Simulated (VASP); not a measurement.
## Pb: single point with PBEsol

Crystal: Pb.

```
Pb
1.0
     3.42097    0.00000    0.00000
    -1.71048    2.96264    0.00000
     0.00000    0.00000    5.72295
Pb
2
Cartesian
  0.0000 1.9751 1.4307
  1.7105 0.9875 4.2922
```

This isn't the form of Pb at room conditions, which is fcc.

- Program: VASP 6.6.1
- Task: single point
- Functional: PBEsol
- Potentials or basis: VASP PAW PBE potentials, release 64 (Pb_d)
- Cutoff: 520 eV
- k mesh: 12 × 12 × 8
- Occupations: gaussian, width 0.1 eV
- Spin: no spin polarisation

| Quantity | Value |
| --- | --- |
| Pressure | 1.5 GPa |
| Band gap on the k mesh | zero (bands 14 and 15 overlap by 8.31 eV) |

Levels at points of the mesh, in eV from the Fermi level:
```
           k point  band 10  band 11  band 12  band 13  band 14  band 15  band 16  band 17  band 18  band 19
(0.00, 0.00, 0.00)   -16.68   -12.03    -8.35    -4.44     6.16     6.16     7.46     7.95     7.95     9.34
(0.50, 0.00, 0.00)   -16.63    -8.25    -7.06    -3.06    -1.70    -0.50     1.78     2.34     5.86     6.52
(0.00, 0.00, 0.50)   -16.74   -10.82   -10.82     0.57     0.57     7.00     7.00     7.00     7.00     9.58
(0.50, 0.00, 0.50)   -16.64    -7.45    -7.45    -3.84    -3.84     3.57     3.57     3.71     3.71     7.07
```

Run time: 59 s on 1 thread of Intel(R) Xeon(R) Platinum 8488C (Sapphire Rapids), with other jobs on the host, peak memory 0.24 GiB.

Caveat: the PAW data sets were made with another functional, which shifts forces and pressure a little; spin-orbit coupling is left out, which moves the levels of the heavy elements.
